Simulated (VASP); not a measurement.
# Sc (Fd-3m) in VASP: further runs

Runs on Sc. Level: LDA. Tasks: single point.

All numbers are computed with VASP 6.6.1; they aren't measurements. Logs are shortened: lines on timing, memory, paths and dates and some standing lists are left out, and cuts for length are marked.

## 1. The cell of the first run

It takes space group Fd-3m (No. 227, cubic). The conventional cell has a = 5.834 Å, b = 5.834 Å, c = 5.834 Å, α = 90.00°, β = 90.00°, γ = 90.00°. Within 3.3 Å of Sc (site symmetry -43m) lie 4 Sc at 2.53 Å.

This isn't the form of Sc at room conditions, which is hcp.

## 2. Single point, LDA (24.82 Å³/atom)

INCAR

```
SYSTEM = Sc
PREC     = Accurate       ! precision mode
ENCUT    = 520            ! plane-wave cutoff, eV
EDIFF    = 1E-7           ! SCF threshold, eV
ISMEAR   = -1             ! smearing method
SIGMA    = 0.1            ! smearing width, eV
LREAL    = .False.        ! projectors in reciprocal space
LASPH    = .True.         ! aspherical terms in the spheres
NELM     = 60             ! most SCF steps
ALGO     = Normal         ! electronic algorithm
ISIF     = 2              ! what is computed and relaxed
LWAVE    = .False.        ! write WAVECAR
LCHARG   = .False.        ! write CHGCAR
GGA      = CA             ! functional
NBANDS   = 18             ! bands
```

KPOINTS

```
Automatic mesh
0
Gamma
  10 10 10
  0 0 0
```

POSCAR

```
Sc
1.0
    0.0000000000      2.9169505485      2.9169505485
    2.9169505485      0.0000000000      2.9169505485
    2.9169505485      2.9169505485      0.0000000000
Sc
2
Direct
    0.1250000000      0.1250000000      0.1250000000
    0.8750000000      0.8750000000      0.8750000000
```

Potentials or basis: VASP PAW LDA potentials, release 64 (Sc_sv).

Run with:

```sh
> cat potpaw_LDA.64/Sc_sv/POTCAR > POTCAR
> mpirun -np 1 vasp_std > vasp.out
```

OUTCAR:

```text
SYSTEM = Sc
   PREC = Accurate
   ENCUT = 520
   EDIFF = 1E-7
   ISMEAR = -1
   LREAL = .False.
   LASPH = .True.
   NELM = 60
   ISIF = 2
   GGA = CA

 ion  position               nearest neighbor table
   1  0.125  0.125  0.125-   2 2.53   2 2.53   2 2.53   2 2.53
   2  0.875  0.875  0.875-   1 2.53   1 2.53   1 2.53   1 2.53

  LATTYP: Found a face centered cubic cell.
 ALAT       =     5.8339010970

  Lattice vectors:

 A1 = (   0.0000000000,   2.9169505485,   2.9169505485)
 A2 = (   2.9169505485,   0.0000000000,   2.9169505485)
 A3 = (   2.9169505485,   2.9169505485,   0.0000000000)

Analysis of symmetry for initial positions (statically):
=====================================================================
 Subroutine PRICEL returns:
 Original cell was already a primitive cell.

 Routine SETGRP: Setting up the symmetry group for a
 face centered cubic supercell.

 Subroutine GETGRP returns: Found 48 space group operations
 (whereof 12 operations were pure point group operations)
 out of a pool of 48 trial point group operations.

The static configuration has the point symmetry D_3d.
 The point group associated with its full space group is O_h .

Analysis of symmetry for dynamics (positions and initial velocities):
=====================================================================
 Subroutine PRICEL returns:
 Original cell was already a primitive cell.

 Routine SETGRP: Setting up the symmetry group for a
 face centered cubic supercell.

 Subroutine GETGRP returns: Found 48 space group operations
 (whereof 12 operations were pure point group operations)
 out of a pool of 48 trial point group operations.

The dynamic configuration has the point symmetry D_3d.
 The point group associated with its full space group is O_h .

 Subroutine INISYM returns: Found 48 space group operations
 (whereof 12 operations are pure point group operations),
 and found     1 'primitive' translations

----------------------------------------------------------------------------------------

                                     Primitive cell

  volume of cell :      49.6383

[... 78 lines left out ...]
 SYSTEM =  Sc
   PREC   = accura    normal or accurate (medium, high low for compatibility)
   ISTART =      0    job   : 0-new  1-cont  2-samecut
   ICHARG =      2    charge: 1-file 2-atom 10-const
   ISPIN  =      1    spin polarized calculation?
   LNONCOLLINEAR =      F non collinear calculations
   LSORBIT =      F    spin-orbit coupling
   LASPH  =      T    aspherical Exc in radial PAW
   ENCUT  =  520.0 eV  38.22 Ry    6.18 a.u.   7.67  7.67  7.67*2*pi/ulx,y,z
   NELM   =     60;   NELMIN=  2; NELMDL= -5     # of ELM steps
   EDIFF  = 0.1E-06   stopping-criterion for ELM
   LREAL  =      F    real-space projection
   EDIFFG = 0.1E-05   stopping-criterion for IOM
   NSW    =      0    number of steps for IOM
   IBRION =     -1    ionic relax: 0-MD 1-quasi-New 2-CG
   NFREE  =      0    steps in history (QN), initial steepest desc. (CG)
   ISIF   =      2    stress and relaxation
   ISYM   =      2    0-nonsym 1-usesym 2-fastsym
   POTIM  = 0.5000    time-step for ionic-motion
   TEBEG  =    0.0;   TEEND  =   0.0 temperature during run
   PSTRESS=    0.0 pullay stress
   NELECT =      22.0000    total number of electrons
   NUPDOWN=      -1.0000    fix difference up-down
   EMIN   =  10.00;   EMAX   =-10.00  energy-range for DOS
   EFERMI =   0.00;   METHOD = LEGACY
   ISMEAR =    -1;   SIGMA  =   0.10  broadening in eV -4-tet -1-fermi 0-gaus
   EFERMI_NEDOS =   21; number of points for ismear=-14 and -15
   IALGO  =     38    algorithm
   IMIX   =      4    mixing-type and parameters
     AMIX     =   0.40;   BMIX     =  1.00
     AMIX_MAG =   1.60;   BMIX_MAG =  1.00
  volume/ion in A,a.u.               =      24.82       167.49
  Fermi-wavevector in a.u.,A,eV,Ry     =   1.248178  2.358715 21.197187  1.557949
  Thomas-Fermi vector in A             =   2.382277
   LORBIT       =      0    0 simple, 1 ext, 2 COOP (PROOUT), +10 PAW based schemes
   GGA     = CA    functional components
   LHFCALC =     F    Hartree Fock is set to
   AEXX    =    0.0000 exact exchange contribution
   IVDW    =     0    specifies the selected vdW correction
   LEPSILON=     F    determine dielectric tensor
   LRPA    =     F    only Hartree local field effects (RPA)
 non-spin polarized calculation
  energy-cutoff  :      520.00
  volume of cell :       49.64
 maximum number of plane-waves:      1363
   NGX = 15   NGY = 15   NGZ = 15

 number of electron      21.9999995 magnetization

 Free energy of the ion-electron system (eV)
  ---------------------------------------------------
  ext. energy  EPLUGINS =         0.00000000
  ---------------------------------------------------
  free energy    TOTEN  =        -9.57572498 eV

  energy without entropy =       -9.43991125  energy(sigma->0) =       -9.50781812

 E-fermi :   3.1930     XC(G=0):  -9.8764

 val. band max:        3.1839621102   @ k =   0.4000   0.4000   0.0000
 cond. band min:       3.1950974802   @ k =   0.5000   0.2000   0.0000
 fundamental gap:      0.0111353700
 Fermi energy:         3.1929792827

 k-point     1 :       0.0000    0.0000    0.0000
  band No.  band energies     occupation
      1     -45.8380      2.00000
      2     -45.1570      2.00000
      3     -25.0468      2.00000
      4     -25.0468      2.00000
      5     -25.0468      2.00000
      6     -24.1312      2.00000
[... 481 lines left out ...]
      5     -24.8104      2.00000
      6     -24.3880      2.00000
[... 10 lines left out ...]
     17       6.1819      0.00000
     18       6.6613      0.00000

 [... further k-points ...]

------------------------ aborting loop because EDIFF is reached ----------------------------------------

  FORCE on cell =-STRESS in cart. coord.  units (eV):
  Direction    XX          YY          ZZ          XY          YZ          ZX
  --------------------------------------------------------------------------------------
  -------------------------------------------------------------------------------------
  Total        0.2001564      0.2001564      0.2001564     -0.0000000     -0.0000000     -0.0000000
  in kB        6.4604513      6.4604513      6.4604513     -0.0000000     -0.0000000     -0.0000000
  external PRESSURE =       6.4604513 kB  Pullay stress =       0.0000000 kB

 VOLUME and BASIS-vectors are now :
 -----------------------------------------------------------------------------
  energy-cutoff  :      520.00
  volume of cell :       49.64
      direct lattice vectors                 reciprocal lattice vectors
     0.000000000  2.916950549  2.916950549    -0.171411888  0.171411888  0.171411888
     2.916950549  0.000000000  2.916950549     0.171411888 -0.171411888  0.171411888
     2.916950549  2.916950549  0.000000000     0.171411888  0.171411888 -0.171411888

 POSITION                                       TOTAL-FORCE (eV/Angst)
 -----------------------------------------------------------------------------------
      0.72924      0.72924      0.72924        -0.000000      0.000000     -0.000000
      5.10466      5.10466      5.10466         0.000000     -0.000000      0.000000
 -----------------------------------------------------------------------------------
    total drift:                                0.000000      0.000000     -0.000000

  FREE ENERGIE OF THE ION-ELECTRON SYSTEM (eV)
  ---------------------------------------------------
  free  energy   TOTEN  =        -9.5757249785 eV

  energy  without entropy=       -9.4399112522  energy(sigma->0) =       -9.50781812
```

stdout:

```text
POSCAR found type information on POSCAR Sc
 POSCAR found :  1 types and       2 ions
 scaLAPACK will be used
 LDA part: xc-table for (Slater(with rela. corr.)+CA(PZ))
 , standard interpolation
 POSCAR, INCAR and KPOINTS ok, starting setup
 FFT: planning ... GRIDC
 FFT: planning ... GRID_SOFT
 FFT: planning ... GRID
 WAVECAR not read
 entering main loop
```

Run time: 60 s. Hardware: 1 thread of Intel Xeon 8259CL, shared host; peak memory 0.17 GiB.

Results:

```yaml
Free_energy: -9.5757 eV
Pressure: 0.6 GPa
Band_gap_on_the_k_mesh: zero (bands 11 and 12 overlap by 0.88 eV)
```

Levels at points of the mesh, in eV from the Fermi level:
| k point | band 9 | band 10 | band 11 | band 12 | band 13 | band 14 |
| --- | --- | --- | --- | --- | --- | --- |
| (0.00, 0.00, 0.00) | -4.44 | -0.28 | -0.28 | 0.36 | 0.36 | 0.36 |
| (0.50, 0.00, 0.00) | -1.50 | -1.22 | -0.30 | -0.30 | 0.38 | 0.38 |
| (0.50, 0.50, 0.00) | -1.60 | -1.60 | 0.50 | 0.50 | 0.64 | 0.64 |

## 3. Single point, LDA (25.90 Å³/atom)

This run uses another cell than the first one, of 25.90 Å³/atom.

INCAR

```
PREC     = Accurate       # precision mode
ENCUT    = 520            # plane-wave cutoff, eV
EDIFF    = 1E-6           # SCF threshold, eV
ISMEAR   = -1             # smearing method
SIGMA    = 0.1            # smearing width, eV
LREAL    = False          # projectors in reciprocal space
LASPH    = True           # aspherical terms in the spheres
NELM     = 80             # most SCF steps
ALGO     = Normal         # electronic algorithm
ISIF     = 2              # what is computed and relaxed
LWAVE    = False          # write WAVECAR
LCHARG   = False          # write CHGCAR
NBANDS   = 18             # bands
```

KPOINTS

```
Automatic mesh
0
Gamma
  10 10 10
```

POSCAR

```
Sc
1.0
    0.0000000000      2.9586269013      2.9586269013
    2.9586269013      0.0000000000      2.9586269013
    2.9586269013      2.9586269013      0.0000000000
Sc
2
Direct
    0.1250000000      0.1250000000      0.1250000000
    0.8750000000      0.8750000000      0.8750000000
```

Potentials or basis: VASP PAW LDA potentials, release 64 (Sc_sv).

Run with:

```sh
> cat potpaw_LDA.64/Sc_sv/POTCAR > POTCAR
> mpirun -np 1 vasp_std > vasp.out
```

OUTCAR:

```text
PREC = Accurate
   ENCUT = 520
   EDIFF = 1E-6
   ISMEAR = -1
   LREAL = False
   LASPH = True
   NELM = 80
   ISIF = 2

 ion  position               nearest neighbor table
   1  0.125  0.125  0.125-   2 2.56   2 2.56   2 2.56   2 2.56
   2  0.875  0.875  0.875-   1 2.56   1 2.56   1 2.56   1 2.56

  LATTYP: Found a face centered cubic cell.
 ALAT       =     5.9172538026

  Lattice vectors:

 A1 = (   0.0000000000,   2.9586269013,   2.9586269013)
 A2 = (   2.9586269013,   0.0000000000,   2.9586269013)
 A3 = (   2.9586269013,   2.9586269013,   0.0000000000)

Analysis of symmetry for initial positions (statically):
=====================================================================
 Subroutine PRICEL returns:
 Original cell was already a primitive cell.

 Routine SETGRP: Setting up the symmetry group for a
 face centered cubic supercell.

 Subroutine GETGRP returns: Found 48 space group operations
 (whereof 12 operations were pure point group operations)
 out of a pool of 48 trial point group operations.

The static configuration has the point symmetry D_3d.
 The point group associated with its full space group is O_h .

Analysis of symmetry for dynamics (positions and initial velocities):
=====================================================================
 Subroutine PRICEL returns:
 Original cell was already a primitive cell.

 Routine SETGRP: Setting up the symmetry group for a
 face centered cubic supercell.

 Subroutine GETGRP returns: Found 48 space group operations
 (whereof 12 operations were pure point group operations)
 out of a pool of 48 trial point group operations.

The dynamic configuration has the point symmetry D_3d.
 The point group associated with its full space group is O_h .

 Subroutine INISYM returns: Found 48 space group operations
 (whereof 12 operations are pure point group operations),
 and found     1 'primitive' translations

----------------------------------------------------------------------------------------

                                     Primitive cell

  volume of cell :      51.7965

  direct lattice vectors                    reciprocal lattice vectors
     0.000000000  2.958626901  2.958626901    -0.168997314  0.168997314  0.168997314
     2.958626901  0.000000000  2.958626901     0.168997314 -0.168997314  0.168997314
     2.958626901  2.958626901  0.000000000     0.168997314  0.168997314 -0.168997314

  length of vectors
     4.184130290  4.184130290  4.184130290     0.292711935  0.292711935  0.292711935

  position of ions in fractional coordinates (direct lattice)
     0.125000000  0.125000000  0.125000000
     0.875000000  0.875000000  0.875000000

  ion indices of the primitive-cell ions
   primitive index   ion index
                 1           1
                 2           2

----------------------------------------------------------------------------------------

 KPOINTS: Automatic mesh

Automatic generation of k-mesh.
 Grid dimensions read from file:
 generate k-points for:   10   10   10

 Generating k-lattice:

  Cartesian coordinates                     Fractional coordinates (reciprocal lattice)
    -0.016899731  0.016899731  0.016899731     0.100000000  0.000000000  0.000000000
     0.016899731 -0.016899731  0.016899731     0.000000000  0.100000000  0.000000000
     0.016899731  0.016899731 -0.016899731     0.000000000  0.000000000  0.100000000

  Length of vectors
     0.029271193  0.029271193  0.029271193

  Shift w.r.t. Gamma in fractional coordinates (k-lattice)
     0.000000000  0.000000000  0.000000000

 Subroutine IBZKPT returns following result:
 ===========================================

 Found     47 irreducible k-points:

 Following reciprocal coordinates:
            Coordinates               Weight
  0.000000  0.000000  0.000000      1.000000
  0.100000  0.000000  0.000000      8.000000
  0.200000  0.000000  0.000000      8.000000
  0.300000  0.000000  0.000000      8.000000
  0.400000  0.000000  0.000000      8.000000
  0.500000  0.000000  0.000000      4.000000
[... 16 lines left out ...]
  0.300000  0.300000  0.000000      6.000000
  0.400000  0.300000  0.000000     24.000000
 [... further k-points ...]
   k-points           NKPTS =     47   k-points in BZ     NKDIM =     47   number of bands    NBANDS=     18
   number of dos      NEDOS =    301   number of ions     NIONS =      2
   total plane-waves  NPLWV =  32768
   dimension x,y,z NGX =    32 NGY =   32 NGZ =   32
   dimension x,y,z NGXF=    64 NGYF=   64 NGZF=   64
   ions per type =               2
   NGX,Y,Z   is equivalent  to a cutoff of  12.71, 12.71, 12.71 a.u.
   NGXF,Y,Z  is equivalent  to a cutoff of  25.43, 25.43, 25.43 a.u.
 SYSTEM =  unknown system
   PREC   = accura    normal or accurate (medium, high low for compatibility)
   ISTART =      0    job   : 0-new  1-cont  2-samecut
   ICHARG =      2    charge: 1-file 2-atom 10-const
   ISPIN  =      1    spin polarized calculation?
   LNONCOLLINEAR =      F non collinear calculations
   LSORBIT =      F    spin-orbit coupling
   LASPH  =      T    aspherical Exc in radial PAW
   ENCUT  =  520.0 eV  38.22 Ry    6.18 a.u.   7.78  7.78  7.78*2*pi/ulx,y,z
   NELM   =     80;   NELMIN=  2; NELMDL= -5     # of ELM steps
   EDIFF  = 0.1E-05   stopping-criterion for ELM
   LREAL  =      F    real-space projection
   EDIFFG = 0.1E-04   stopping-criterion for IOM
   NSW    =      0    number of steps for IOM
   IBRION =     -1    ionic relax: 0-MD 1-quasi-New 2-CG
   NFREE  =      0    steps in history (QN), initial steepest desc. (CG)
   ISIF   =      2    stress and relaxation
   ISYM   =      2    0-nonsym 1-usesym 2-fastsym
   POTIM  = 0.5000    time-step for ionic-motion
   TEBEG  =    0.0;   TEEND  =   0.0 temperature during run
   PSTRESS=    0.0 pullay stress
   NELECT =      22.0000    total number of electrons
   NUPDOWN=      -1.0000    fix difference up-down
   EMIN   =  10.00;   EMAX   =-10.00  energy-range for DOS
   EFERMI =   0.00;   METHOD = LEGACY
   ISMEAR =    -1;   SIGMA  =   0.10  broadening in eV -4-tet -1-fermi 0-gaus
   EFERMI_NEDOS =   21; number of points for ismear=-14 and -15
   IALGO  =     38    algorithm
   IMIX   =      4    mixing-type and parameters
     AMIX     =   0.40;   BMIX     =  1.00
     AMIX_MAG =   1.60;   BMIX_MAG =  1.00
  volume/ion in A,a.u.               =      25.90       174.77
  Fermi-wavevector in a.u.,A,eV,Ry     =   1.230596  2.325489 20.604210  1.514367
  Thomas-Fermi vector in A             =   2.365438
   LORBIT       =      0    0 simple, 1 ext, 2 COOP (PROOUT), +10 PAW based schemes
   GGA     = CA    functional components
   LHFCALC =     F    Hartree Fock is set to
   AEXX    =    0.0000 exact exchange contribution
   IVDW    =     0    specifies the selected vdW correction
   LEPSILON=     F    determine dielectric tensor
   LRPA    =     F    only Hartree local field effects (RPA)
 non-spin polarized calculation
  energy-cutoff  :      520.00
  volume of cell :       51.80
 maximum number of plane-waves:      1411
   NGX = 15   NGY = 15   NGZ = 15

 number of electron      22.0000006 magnetization

 Free energy of the ion-electron system (eV)
  ---------------------------------------------------
  ext. energy  EPLUGINS =         0.00000000
  ---------------------------------------------------
  free energy    TOTEN  =        -9.58327912 eV

  energy without entropy =       -9.44123697  energy(sigma->0) =       -9.51225805

 E-fermi :   2.9404     XC(G=0):  -9.7052

 val. band max:        2.9394429384   @ k =   0.4000   0.2000   0.0000
 cond. band min:       2.9884368816   @ k =  -0.3000   0.4000   0.2000
 fundamental gap:      0.0489939432
 Fermi energy:         2.9404326320

 k-point     1 :       0.0000    0.0000    0.0000
  band No.  band energies     occupation
      1     -46.0963      2.00000
      2     -45.5017      2.00000
      3     -25.2939      2.00000
      4     -25.2939      2.00000
      5     -25.2939      2.00000
      6     -24.4649      2.00000
[... 10 lines left out ...]
     17       5.0442      0.00000
     18       7.5776      0.00000
[... 463 lines left out ...]
 k-point    24 :       0.4000    0.3000    0.0000
  band No.  band energies     occupation
      1     -45.9336      2.00000
      2     -45.6702      2.00000
      3     -25.4760      2.00000
      4     -25.4664      2.00000
      5     -25.0804      2.00000
      6     -24.6976      2.00000
[... 10 lines left out ...]
     17       5.8193      0.00000
     18       6.2891      0.00000

 [... further k-points ...]

------------------------ aborting loop because EDIFF is reached ----------------------------------------

  FORCE on cell =-STRESS in cart. coord.  units (eV):
  Direction    XX          YY          ZZ          XY          YZ          ZX
  --------------------------------------------------------------------------------------
  -------------------------------------------------------------------------------------
  Total        0.1004240      0.1004240      0.1004240     -0.0000000      0.0000000      0.0000000
  in kB        3.1063300      3.1063300      3.1063300     -0.0000000      0.0000000      0.0000000
  external PRESSURE =       3.1063300 kB  Pullay stress =       0.0000000 kB

 VOLUME and BASIS-vectors are now :
 -----------------------------------------------------------------------------
  energy-cutoff  :      520.00
  volume of cell :       51.80
      direct lattice vectors                 reciprocal lattice vectors
     0.000000000  2.958626901  2.958626901    -0.168997314  0.168997314  0.168997314
     2.958626901  0.000000000  2.958626901     0.168997314 -0.168997314  0.168997314
     2.958626901  2.958626901  0.000000000     0.168997314  0.168997314 -0.168997314

 POSITION                                       TOTAL-FORCE (eV/Angst)
 -----------------------------------------------------------------------------------
      0.73966      0.73966      0.73966        -0.000000      0.000000     -0.000000
      5.17760      5.17760      5.17760         0.000000     -0.000000      0.000000
 -----------------------------------------------------------------------------------
    total drift:                                0.000000      0.000000     -0.000000

  FREE ENERGIE OF THE ION-ELECTRON SYSTEM (eV)
  ---------------------------------------------------
  free  energy   TOTEN  =        -9.5832791218 eV

  energy  without entropy=       -9.4412369702  energy(sigma->0) =       -9.51225805
```

Run time: 57 s. Hardware: 1 thread of Intel Xeon 8259CL, shared host; peak memory 0.17 GiB.

What came out:

| Quantity | Value |
| --- | --- |
| Free energy | -9.5833 eV |
| Pressure | 0.3 GPa |
| Band gap on the k mesh | zero (bands 11 and 12 overlap by 0.82 eV) |
